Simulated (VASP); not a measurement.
Write the native input for VASP 6.6.1 that does the following.

```yaml
Task: electric field gradients
Functional: LDA
Potentials_or_basis: VASP PAW LDA potentials, release 64 (Ga_d)
Cutoff: 520 eV
k_mesh: 14 × 14 × 16
Occupations: fermi-dirac, width 0.05 eV
Spin: no spin polarisation
Dipole_correction: no
Further_INCAR_settings: ALGO = Normal; EDIFF = 1e-08; NBANDS = 12; ISYM = 0
```

The structure of Ga lies in POSCAR:

```
Ga
1.0
   -1.3993043128      1.3993043128      2.2215450948
    1.3993043128     -1.3993043128      2.2215450948
    1.3993043128      1.3993043128     -2.2215450948
Ga
1
Direct
    0.0000000000      0.0000000000      0.0000000000
```

The input as run:

INCAR

```
SYSTEM = Ga
ALGO = Normal ; EDIFF = 1E-8
ENCUT = 520 ; ISIF = 2
ISMEAR = -1 ; ISYM = 0
LASPH = .True. ; LCHARG = .False.
LEFG = .True. ; LREAL = .False.
LWAVE = .False. ; NBANDS = 12
NELM = 80 ; PREC = Accurate
SIGMA = 0.05
```

KPOINTS

```
k-points
0
Gamma
  14 14 16
  0 0 0
```

Potentials or basis: VASP PAW LDA potentials, release 64 (Ga_d).

Launch:

```console
$ cat potpaw_LDA.64/Ga_d/POTCAR > POTCAR
$ mpirun -np 1 vasp_std > vasp.out
```

Results of the run:

| Item | Value |
| --- | --- |
| Pressure | -1.0 GPa |
| Band gap on the k mesh | zero (an odd number of electrons rules out a gap without spin polarisation) |
| Largest electric field gradient by atom | Ga +21.1 V/Å² |

Caveat: without QUAD_EFG the Cq values of the log hold for a quadrupole moment of 1 mb, not for the nuclei.

Run time: 2.5 min on 1 thread of Intel Xeon 8259CL, with other jobs on the host, peak memory 0.4 GiB.
